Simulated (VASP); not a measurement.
# GdN (P6_3/mmc) in VASP: notebook

Aim: see how the results for GdN move with the level of theory and the settings. Levels: PBE, LDA. Tasks: single point.

Everything below comes from runs of VASP 6.6.1. Logs are shortened: lines on timing, memory, paths and dates and some standing lists are left out, and cuts for length are marked.

## (1) The cell of the first run

Symmetry: P6_3/mmc, No. 194, hexagonal system. The conventional cell has a = 3.437 Å, b = 3.437 Å, c = 5.965 Å, α = 90.00°, β = 90.00°, γ = 120.00°. Gd (site symmetry -6m2) has 6 N at 2.48 Å within 3.3 Å. Within 3.3 Å of N (site symmetry -3m) lie 6 Gd at 2.48 Å and 2 N at 2.98 Å.

## (2) Single point, PBE, collinear spin, ferromagnetic start

The input, INCAR:

```
  PREC = Accurate
  ENCUT = 520
  EDIFF = 1E-6
  ISMEAR = -4
  SIGMA = 0.1
  LREAL = False
  LASPH = True
  NELM = 150
  ALGO = Normal
  ISIF = 2
  LWAVE = False
  LCHARG = True
  ISPIN = 2
  MAGMOM = 7 7 0 0
  LORBIT = 11
  LMAXMIX = 6
  GGA = PE
  LELF = True
  LVHAR = True
  NBANDS = 35
```

The input, KPOINTS:

```
regular mesh
0
Gamma
  10 10 8
```

The input, POSCAR:

```
GdN
1.0
    3.4370865006      0.0000000000      0.0000000000
   -1.7185432503      2.9766042245      0.0000000000
    0.0000000000      0.0000000000      5.9650669071
Gd N
2 2
Direct
    0.3333333333      0.6666666667      0.2500000000
    0.6666666667      0.3333333333      0.7500000000
    0.0000000000      0.0000000000      0.0000000000
    0.0000000000      0.0000000000      0.5000000000
```

Potentials or basis: VASP PAW PBE potentials, release 64 (Gd, N).

The run is started by

```sh
$ cat potpaw_PBE.64/Gd/POTCAR potpaw_PBE.64/N/POTCAR > POTCAR
$ mpirun -np 1 vasp_std > vasp.out
```

OUTCAR:

```text
PREC = Accurate
   ENCUT = 520
   EDIFF = 1E-6
   ISMEAR = -4
   LREAL = False
   LASPH = True
   NELM = 150
   ISIF = 2
   ISPIN = 2
   LORBIT = 11
   GGA = PE

 ion  position               nearest neighbor table
   1  0.333  0.667  0.250-   3 2.48   4 2.48   3 2.48   4 2.48   3 2.48   4 2.48
   2  0.667  0.333  0.750-   3 2.48   4 2.48   3 2.48   4 2.48   3 2.48   4 2.48
   3  0.000  0.000  0.000-   1 2.48   2 2.48   1 2.48   2 2.48   2 2.48   1 2.48
   4  0.000  0.000  0.500-   1 2.48   2 2.48   1 2.48   2 2.48   2 2.48   1 2.48

  LATTYP: Found a hexagonal cell.
 ALAT       =     3.4370865006
 C/A-ratio  =     1.7355009558

  Lattice vectors:

 A1 = (   3.4370865006,   0.0000000000,   0.0000000000)
 A2 = (  -1.7185432503,   2.9766042245,   0.0000000000)
 A3 = (   0.0000000000,   0.0000000000,   5.9650669071)

Analysis of symmetry for initial positions (statically):
=====================================================================
 Subroutine PRICEL returns:
 Original cell was already a primitive cell.

 Routine SETGRP: Setting up the symmetry group for a
 hexagonal supercell.

 Subroutine GETGRP returns: Found 24 space group operations
 (whereof 12 operations were pure point group operations)
 out of a pool of 24 trial point group operations.

The static configuration has the point symmetry D_3d.
 The point group associated with its full space group is D_6h.

Analysis of symmetry for dynamics (positions and initial velocities):
=====================================================================
 Subroutine PRICEL returns:
 Original cell was already a primitive cell.

 Routine SETGRP: Setting up the symmetry group for a
 hexagonal supercell.

 Subroutine GETGRP returns: Found 24 space group operations
 (whereof 12 operations were pure point group operations)
 out of a pool of 24 trial point group operations.

The dynamic configuration has the point symmetry D_3d.
 The point group associated with its full space group is D_6h.

Analysis of structural, dynamic, and magnetic symmetry:
=====================================================================
 Subroutine PRICEL returns:
 Original cell was already a primitive cell.

 Routine SETGRP: Setting up the symmetry group for a
 hexagonal supercell.

 Subroutine GETGRP returns: Found 24 space group operations
 (whereof 12 operations were pure point group operations)
 out of a pool of 24 trial point group operations.

The overall configuration has the point symmetry D_3d.
 The point group associated with its full space group is D_6h.

 Subroutine INISYM returns: Found 24 space group operations
 (whereof 12 operations are pure point group operations),
 and found     1 'primitive' translations

----------------------------------------------------------------------------------------

                                     Primitive cell

  volume of cell :      61.0277

  direct lattice vectors                    reciprocal lattice vectors
     3.437086501  0.000000000  0.000000000     0.290944089  0.167976648  0.000000000
    -1.718543250  2.976604224  0.000000000     0.000000000  0.335953296  0.000000000
     0.000000000  0.000000000  5.965066907     0.000000000  0.000000000  0.167642713

  length of vectors
     3.437086501  3.437086501  5.965066907     0.335953296  0.335953296  0.167642713

  position of ions in fractional coordinates (direct lattice)
     0.333333333  0.666666667  0.250000000
     0.666666667  0.333333333  0.750000000
     0.000000000  0.000000000  0.000000000
     0.000000000  0.000000000  0.500000000

  ion indices of the primitive-cell ions
   primitive index   ion index
                 1           1
                 2           2
                 3           3
                 4           4

----------------------------------------------------------------------------------------

 KPOINTS: regular mesh

Automatic generation of k-mesh.
 Grid dimensions read from file:
 generate k-points for:   10   10    8

 Generating k-lattice:

  Cartesian coordinates                     Fractional coordinates (reciprocal lattice)
     0.029094409  0.016797665  0.000000000     0.100000000  0.000000000  0.000000000
     0.000000000  0.033595330  0.000000000     0.000000000  0.100000000  0.000000000
     0.000000000  0.000000000  0.020955339     0.000000000  0.000000000  0.125000000

  Length of vectors
     0.033595330  0.033595330  0.020955339

  Shift w.r.t. Gamma in fractional coordinates (k-lattice)
     0.000000000  0.000000000  0.000000000

 TETIRR: Found    840 inequivalent tetrahedra from     4800

 Subroutine IBZKPT returns following result:
 ===========================================

 Found     70 irreducible k-points:

 Following reciprocal coordinates:
            Coordinates               Weight
  0.000000  0.000000  0.000000      1.000000
  0.100000  0.000000  0.000000      6.000000
  0.200000  0.000000  0.000000      6.000000
  0.300000  0.000000  0.000000      6.000000
[... 70 lines left out ...]
  ---------------------------------------------------
  free energy    TOTEN  =       -45.85863455 eV

  energy without entropy =      -45.85863455  energy(sigma->0) =      -45.85863455

 E-fermi :   4.4273     XC(G=0): -11.6464

 val. band max:        4.4077397056   @ k =   0.1000   0.1000   0.0000
 cond. band min:       4.2734971229   @ k =   0.5000   0.0000   0.0000
 fundamental gap:     -0.1342425826
 Fermi energy:         4.4273447511

 spin component 1

 k-point     1 :       0.0000    0.0000    0.0000
  band No.  band energies     occupation
      1     -39.7079      1.00000
      2     -39.6312      1.00000
      3     -17.7947      1.00000
      4     -16.7571      1.00000
      5     -16.7571      1.00000
      6     -16.6907      1.00000
[... 27 lines left out ...]
     34       7.0227      0.00000
     35       7.9085      0.00000

 k-point     2 :       0.1000    0.0000    0.0000
  band No.  band energies     occupation
      1     -39.6984      1.00000
      2     -39.6250      1.00000
      3     -17.7467      1.00000
      4     -16.8660      1.00000
      5     -16.7980      1.00000
      6     -16.7895      1.00000
[... 27 lines left out ...]
     34       7.4066      0.00000
     35       8.5778      0.00000
[... 796 lines left out ...]
     34       9.1773      0.00000
     35      10.1334      0.00000

 k-point    24 :       0.4000    0.1000    0.1250
  band No.  band energies     occupation
      1     -39.5979      1.00000
      2     -39.5753      1.00000
      3     -17.8308      1.00000
      4     -17.5641      1.00000
      5     -17.1304      1.00000
      6     -17.0660      1.00000
[... 27 lines left out ...]
     34       9.8537      0.00000
     35      10.6629      0.00000

 [... further k-points ...]

 spin component 2

 k-point     1 :       0.0000    0.0000    0.0000
  band No.  band energies     occupation
      1     -36.6139      1.00000
      2     -36.5131      1.00000
      3     -15.9491      1.00000
      4     -14.5132      1.00000
      5     -14.5132      1.00000
      6     -14.4544      1.00000
[... 27 lines left out ...]
     34       7.9924      0.00000
     35       8.9690      0.00000

 k-point     2 :       0.1000    0.0000    0.0000
  band No.  band energies     occupation
      1     -36.6017      1.00000
      2     -36.5054      1.00000
      3     -15.8849      1.00000
      4     -14.6628      1.00000
      5     -14.5809      1.00000
      6     -14.5559      1.00000
[... 27 lines left out ...]
     34       8.4266      0.00000
     35       9.5186      0.00000
[... 796 lines left out ...]
     34      10.1297      0.00000
     35      11.1450      0.00000

 k-point    24 :       0.4000    0.1000    0.1250
  band No.  band energies     occupation
      1     -36.4728      1.00000
      2     -36.4434      1.00000
      3     -15.9244      1.00000
      4     -15.5122      1.00000
      5     -15.0157      1.00000
      6     -14.9076      1.00000
[... 27 lines left out ...]
     34      10.8480      0.00000
     35      11.6533      0.00000

 [... further k-points ...]

------------------------ aborting loop because EDIFF is reached ----------------------------------------

  FORCE on cell =-STRESS in cart. coord.  units (eV):
  Direction    XX          YY          ZZ          XY          YZ          ZX
  --------------------------------------------------------------------------------------
  -------------------------------------------------------------------------------------
  Total        0.0363607      0.0363607      0.0742316     -0.0000000      0.0000000      0.0000000
  in kB        0.9545877      0.9545877      1.9488242     -0.0000000      0.0000000      0.0000000
  external PRESSURE =       1.2859999 kB  Pullay stress =       0.0000000 kB

 VOLUME and BASIS-vectors are now :
 -----------------------------------------------------------------------------
  energy-cutoff  :      520.00
  volume of cell :       61.03
      direct lattice vectors                 reciprocal lattice vectors
     3.437086501  0.000000000  0.000000000     0.290944089  0.167976648  0.000000000
    -1.718543250  2.976604224  0.000000000     0.000000000  0.335953296  0.000000000
     0.000000000  0.000000000  5.965066907     0.000000000  0.000000000  0.167642713

 POSITION                                       TOTAL-FORCE (eV/Angst)
 -----------------------------------------------------------------------------------
     -0.00000      1.98440      1.49127         0.000000      0.000000      0.000000
      1.71854      0.99220      4.47380        -0.000000      0.000000      0.000000
      0.00000      0.00000      0.00000         0.000000      0.000000      0.000000
      0.00000      0.00000      2.98253         0.000000      0.000000      0.000000
 -----------------------------------------------------------------------------------
    total drift:                               -0.000000      0.000000     -0.000000

  FREE ENERGIE OF THE ION-ELECTRON SYSTEM (eV)
  ---------------------------------------------------
  free  energy   TOTEN  =       -45.8586345508 eV

  energy  without entropy=      -45.8586345508  energy(sigma->0) =      -45.85863455

 total charge

# of ion       s       p       d       f       tot
--------------------------------------------------
    1        2.037   5.646   0.559   7.008  15.250
    2        2.037   5.646   0.559   7.008  15.250
    3        1.249   2.390   0.000   0.000   3.639
    4        1.249   2.390   0.000   0.000   3.639
--------------------------------------------------
tot          6.571  16.073   1.119  14.016  37.779

 magnetization (x)

# of ion       s       p       d       f       tot
--------------------------------------------------
    1       -0.004  -0.078   0.082   6.794   6.794
    2       -0.004  -0.078   0.082   6.794   6.794
    3       -0.006  -0.067   0.000   0.000  -0.074
    4       -0.006  -0.067   0.000   0.000  -0.074
--------------------------------------------------
tot         -0.020  -0.291   0.163  13.589  13.441
```

Wall time 24 min (1 thread of AMD EPYC 9R45 (Zen 5), shared host); peak memory 0.39 GiB.

Results:

* Free energy: -45.8586 eV
* Pressure: 0.1 GPa
* Band gap on the k mesh: zero (filled and empty bands overlap)
* Net moment: 14.00 μB per cell
* Site moments: Gd +6.79; N -0.07 μB
* Valence electrons inside the program's atomic spheres: Gd 15.25; N 3.64

Caveat: spin-orbit coupling is left out, which moves the levels of the heavy elements; semilocal functionals describe open f shells poorly, which spoils levels, moments and volumes.

## (3) Single point, LDA, collinear spin, ferromagnetic start

The input, INCAR:

```
SYSTEM = GdN
PREC = Accurate
ENCUT = 520
EDIFF = 1E-6
ISMEAR = 0
SIGMA = 0.05
LREAL = .FALSE.
LASPH = .TRUE.
NELM = 150
ALGO = Normal
ISIF = 2
LWAVE = .FALSE.
LCHARG = .FALSE.
ISPIN = 2
MAGMOM = 7.54 7.54 0 0
LORBIT = 11
LMAXMIX = 6
GGA = CA
NBANDS = 35
```

The input, KPOINTS:

```
Automatic mesh
0
G
  10 10 8
  0 0 0
```

POSCAR is that of step 2.

Potentials or basis: VASP PAW PBE potentials, release 64 (Gd, N).

The run is started by

```sh
$ cat potpaw_PBE.64/Gd/POTCAR potpaw_PBE.64/N/POTCAR > POTCAR
$ mpirun -np 1 vasp_std > vasp.out
```

Wall time 26 min (1 thread of AMD EPYC 9R45 (Zen 5), shared host); peak memory 0.33 GiB.

Results (log left out):

```yaml
Free_energy: -48.0410 eV
Pressure: -9.0 GPa
Band_gap_on_the_k_mesh: zero (filled and empty bands overlap)
Net_moment: 14.00 μB per cell
Site_moments: Gd +6.79; N -0.05 μB
Valence_electrons_inside_the_program's_atomic_spheres: Gd 15.23; N 3.61
```

Stress tensor (GPa, compression positive):
```
-8.79  0.00  0.00
 0.00 -8.79  0.00
 0.00  0.00 -9.28
```

Levels at points of the mesh, in eV from the Fermi level:
Spin up:
```tsv
k point	band 27	band 28	band 29	band 30	band 31	band 32	band 33	band 34
(0.00, 0.00, 0.00)	-2.00	-0.87	-0.87	0.39	1.46	2.47	2.60	2.60
(0.50, 0.00, 0.00)	-2.61	-2.56	-0.58	-0.36	-0.13	3.94	4.01	5.76
(0.00, 0.00, 0.50)	-1.65	-1.65	-1.65	-1.65	3.34	3.34	4.29	4.29
(0.50, 0.00, 0.50)	-2.54	-2.54	-1.62	-1.62	1.88	1.88	5.60	5.60
```
Spin down:
| k point | band 12 | band 13 | band 14 | band 15 | band 16 | band 17 | band 18 | band 19 | band 20 | band 21 |
| --- | --- | --- | --- | --- | --- | --- | --- | --- | --- | --- |
| (0.00, 0.00, 0.00) | -2.02 | -2.02 | -1.66 | -1.66 | -0.51 | 0.69 | 0.82 | 1.40 | 1.40 | 1.43 |
| (0.50, 0.00, 0.00) | -2.60 | -2.56 | -2.25 | -1.05 | -0.66 | 0.26 | 1.11 | 1.26 | 1.30 | 1.32 |
| (0.00, 0.00, 0.50) | -2.91 | -1.90 | -1.90 | -1.90 | -1.90 | 0.87 | 0.87 | 1.49 | 1.49 | 1.49 |
| (0.50, 0.00, 0.50) | -2.92 | -2.49 | -2.49 | -1.85 | -1.85 | 1.03 | 1.03 | 1.29 | 1.29 | 1.35 |

Caveat: the cell stands under tension; the PAW data sets were made with another functional, which shifts forces and pressure a little; spin-orbit coupling is left out, which moves the levels of the heavy elements; semilocal functionals describe open f shells poorly, which spoils levels, moments and volumes.

## (4) Single point, PBE, collinear spin, ferromagnetic start (15.56 Å³/atom)

This run uses another cell than the first one, of 15.56 Å³/atom.

The input, INCAR:

```
SYSTEM = GdN
PREC = Accurate
ENCUT = 520
EDIFF = 1E-6
ISMEAR = 0
SIGMA = 0.05
LREAL = .False.
LASPH = .True.
NELM = 150
ALGO = Normal
ISIF = 2
LWAVE = .False.
LCHARG = .False.
ISPIN = 2
MAGMOM = 7.54 7.54 0 0
LORBIT = 11
LMAXMIX = 6
GGA = PE
NBANDS = 35
```

The input, KPOINTS:

```
regular mesh
0
Gamma
  10 10 8
  0 0 0
```

The input, POSCAR:

```
GdN
1.0
    3.4609463897      0.0000000000      0.0000000000
   -1.7304731948      2.9972674946      0.0000000000
    0.0000000000      0.0000000000      6.0007657137
Gd N
2 2
Direct
    0.3333333333      0.6666666667      0.2500000000
    0.6666666667      0.3333333333      0.7500000000
    0.0000000000      0.0000000000      0.0000000000
    0.0000000000      0.0000000000      0.5000000000
```

The run is started by

```sh
$ cat potpaw_PBE.64/Gd/POTCAR potpaw_PBE.64/N/POTCAR > POTCAR
$ mpirun -np 1 vasp_std > vasp.out
```

Run time: 35 min. Hardware: 1 thread of AMD EPYC 9R45 (Zen 5), shared host; peak memory 0.37 GiB.

It converged, with:

| Property | Result |
| --- | --- |
| Free energy | -45.8531 eV |
| Pressure | -2.6 GPa |
| Band gap on the k mesh | zero (filled and empty bands overlap) |
| Net moment | 14.00 μB per cell |
| Site moments | Gd +6.79; N -0.07 μB |
| Valence electrons inside the program's atomic spheres | Gd 15.23; N 3.63 |

Levels at points of the mesh, in eV from the Fermi level:
Spin up:
| k point | band 27 | band 28 | band 29 | band 30 | band 31 | band 32 | band 33 | band 34 |
| --- | --- | --- | --- | --- | --- | --- | --- | --- |
| (0.00, 0.00, 0.00) | -1.98 | -0.89 | -0.89 | 0.38 | 1.46 | 2.27 | 2.60 | 2.60 |
| (0.50, 0.00, 0.00) | -2.57 | -2.56 | -0.62 | -0.35 | -0.14 | 3.84 | 3.88 | 5.66 |
| (0.00, 0.00, 0.50) | -1.64 | -1.64 | -1.64 | -1.64 | 3.32 | 3.32 | 4.09 | 4.09 |
| (0.50, 0.00, 0.50) | -2.52 | -2.52 | -1.62 | -1.62 | 1.82 | 1.82 | 5.47 | 5.47 |
Spin down:
```tsv
k point	band 12	band 13	band 14	band 15	band 16	band 17	band 18	band 19	band 20	band 21
(0.00, 0.00, 0.00)	-1.99	-1.99	-1.62	-1.62	-0.47	0.91	1.07	1.64	1.64	1.66
(0.50, 0.00, 0.00)	-2.55	-2.55	-2.29	-1.07	-0.66	0.43	1.34	1.50	1.54	1.56
(0.00, 0.00, 0.50)	-2.86	-1.87	-1.87	-1.87	-1.87	1.12	1.12	1.71	1.71	1.71
(0.50, 0.00, 0.50)	-2.91	-2.43	-2.43	-1.84	-1.84	1.24	1.24	1.53	1.53	1.58
```

Caveat: spin-orbit coupling is left out, which moves the levels of the heavy elements; semilocal functionals describe open f shells poorly, which spoils levels, moments and volumes.

## (5) Single point, PBE, collinear spin, ferromagnetic start (16.78 Å³/atom)

This run uses another cell than the first one, of 16.78 Å³/atom.

The input, INCAR:

```
SYSTEM = GdN
PREC = Accurate
ENCUT = 520
EDIFF = 1E-6
ISMEAR = 0
SIGMA = 0.05
LREAL = .FALSE.
LASPH = .TRUE.
NELM = 150
ALGO = Normal
ISIF = 2
LWAVE = .FALSE.
LCHARG = .FALSE.
ISPIN = 2
MAGMOM = 7.56 7.56 0 0
LORBIT = 11
LMAXMIX = 6
GGA = PE
NBANDS = 35
```

The input, KPOINTS:

```
Automatic mesh
0
G
  10 10 8
  0 0 0
```

The input, POSCAR:

```
GdN
1.0
    3.5536133812      0.0000000000      0.0000000000
   -1.7768066906      3.0775194634      0.0000000000
    0.0000000000      0.0000000000      6.1383065784
Gd N
2 2
Direct
    0.3333333333      0.6666666667      0.2500000000
    0.6666666667      0.3333333333      0.7500000000
    0.0000000000      0.0000000000      0.0000000000
    0.0000000000      0.0000000000      0.5000000000
```

The run is started by

```sh
$ cat potpaw_PBE.64/Gd/POTCAR potpaw_PBE.64/N/POTCAR > POTCAR
$ mpirun -np 1 vasp_std > vasp.out
```

Wall time 74 min (1 thread of Intel Xeon 8259CL, shared host); peak memory 0.42 GiB.

The run converged. Its results:

- Free energy: -45.6418 eV
- Pressure: -11.0 GPa
- Band gap on the k mesh: zero (filled and empty bands overlap)
- Net moment: 14.00 μB per cell
- Site moments: Gd +6.80; N -0.07 μB
- Valence electrons inside the program's atomic spheres: Gd 15.17; N 3.59

Levels at points of the mesh, in eV from the Fermi level:
Spin up:
```
           k point  band 27  band 28  band 29  band 30  band 31  band 32  band 33  band 34
(0.00, 0.00, 0.00)    -1.86    -0.88    -0.88     0.31     1.34     1.94     2.50     2.50
(0.50, 0.00, 0.00)    -2.51    -2.39    -0.69    -0.28    -0.18     3.57     3.57     5.24
(0.00, 0.00, 0.50)    -1.55    -1.55    -1.55    -1.55     3.14     3.14     3.61     3.61
(0.50, 0.00, 0.50)    -2.34    -2.34    -1.57    -1.57     1.67     1.67     5.03     5.03
```
Spin down:
```csv
k point,band 14,band 15,band 16,band 17,band 18,band 19
"(0.00, 0.00, 0.00)",-1.49,-1.49,-0.44,0.74,0.93,1.40
"(0.50, 0.00, 0.00)",-2.28,-1.07,-0.63,0.47,1.17,1.28
"(0.00, 0.00, 0.50)",-1.72,-1.72,-1.72,0.96,0.96,1.48
"(0.50, 0.00, 0.50)",-2.23,-1.73,-1.73,1.08,1.08,1.30
```

Caveat: the cell stands under tension; spin-orbit coupling is left out, which moves the levels of the heavy elements; semilocal functionals describe open f shells poorly, which spoils levels, moments and volumes. The state reached can hang on the start; a lower one may exist.

## (6) Summary

```tsv
level	cell	smearing	gap on the mesh (eV)	pressure (GPa)	moment (μB)
PBE	a = 3.437, b = 3.437, c = 5.965 Å, angles 90.0, 90.0, 120.0°, 4 atoms	tetrahedron	none	0.1	14.00
LDA	a = 3.437, b = 3.437, c = 5.965 Å, angles 90.0, 90.0, 120.0°, 4 atoms	gaussian 0.05 eV	none	-9.0	14.00
PBE	a = 3.461, b = 3.461, c = 6.001 Å, angles 90.0, 90.0, 120.0°, 4 atoms	gaussian 0.05 eV	none	-2.6	14.00
PBE	a = 3.554, b = 3.554, c = 6.138 Å, angles 90.0, 90.0, 120.0°, 4 atoms	gaussian 0.05 eV	none	-11.0	14.00
```

Alike in all rows: task single point; potentials or basis VASP PAW PBE potentials, release 64 (Gd, N); spin collinear, ferromagnetic start; k mesh 10 × 10 × 8; cutoff (eV) 520.

Caveats: spin-orbit coupling is left out, which moves the levels of the heavy elements; semilocal functionals describe open f shells poorly, which spoils levels, moments and volumes; the cell stands under tension (at least some runs); the PAW data sets were made with another functional, which shifts forces and pressure a little (at least some runs).

Absolute energies hang on the potentials; compare differences alone.
